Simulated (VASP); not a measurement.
Set up this calculation in VASP 6.6.1, as the native input.

- Task: single point
- Functional: PBE
- Potentials or basis: VASP PAW PBE potentials, release 64 (Mg, Zn, O)
- Cutoff: 520 eV
- k mesh: 6 × 6 × 6
- Occupations: gaussian, width 0.1 eV
- Spin: collinear spin, ferromagnetic start
- Starting moments: [0.0, 0.0, 0.0, 0.0, 0.0, 1.0] μB
- Dipole correction: no
- Further INCAR settings: ALGO = Normal; EDIFF = 1e-06; NBANDS = 31

The structure of Mg3Zn2O lies in POSCAR:

```
Mg3Zn2O
1.0
    5.5527431900      0.0000000000      0.0000000000
   -2.7763716000      4.8088166700      0.0000000000
    0.0000000000      0.0000000000      3.1775222800
Mg Zn O
3 2 1
Direct
    0.5000000000      0.0000000000      0.5000000000
    0.5000000000      0.5000000000      0.5000000000
    0.0000000000      0.5000000000      0.5000000000
    0.3333333300      0.6666666700      0.0000000000
    0.6666666700      0.3333333300      0.0000000000
    0.0000000000      0.0000000000      0.0000000000
```

The cell was built from a structure type or drawn by symmetry, and may not be a known phase.

One way to write it, as run:

INCAR

```
SYSTEM = Mg3Zn2O
ALGO = Normal ; EDIFF = 1E-6
ENCUT = 520 ; GGA = PE
ISIF = 2 ; ISMEAR = 0
ISPIN = 2 ; LASPH = .TRUE.
LCHARG = .FALSE. ; LORBIT = 11
LREAL = .FALSE. ; LWAVE = .FALSE.
MAGMOM = 0 0 0 0 0 1 ; NBANDS = 31
NELM = 150 ; PREC = Accurate
SIGMA = 0.1
```

KPOINTS

```
k-points
0
G
  6 6 6
  0 0 0
```

Potentials or basis: VASP PAW PBE potentials, release 64 (Mg, Zn, O).

Launch:

```sh
$ cat potpaw_PBE.64/Mg/POTCAR potpaw_PBE.64/Zn/POTCAR potpaw_PBE.64/O/POTCAR > POTCAR
$ mpirun -np 1 vasp_std > vasp.out
```

Results of the run:

```yaml
Pressure: 41.4 GPa
Band_gap_on_the_k_mesh: zero (filled and empty bands overlap)
Net_moment: 0.00 μB per cell
Valence_electrons_inside_the_program's_atomic_spheres: Mg 0.56; Zn 11.25; O 4.72
```

Caveat: the cell stands under pressure.

Wall time 3 min on 1 thread of Intel(R) Xeon(R) 6975P-C (Granite Rapids), on a shared host, peak memory 0.29 GiB.
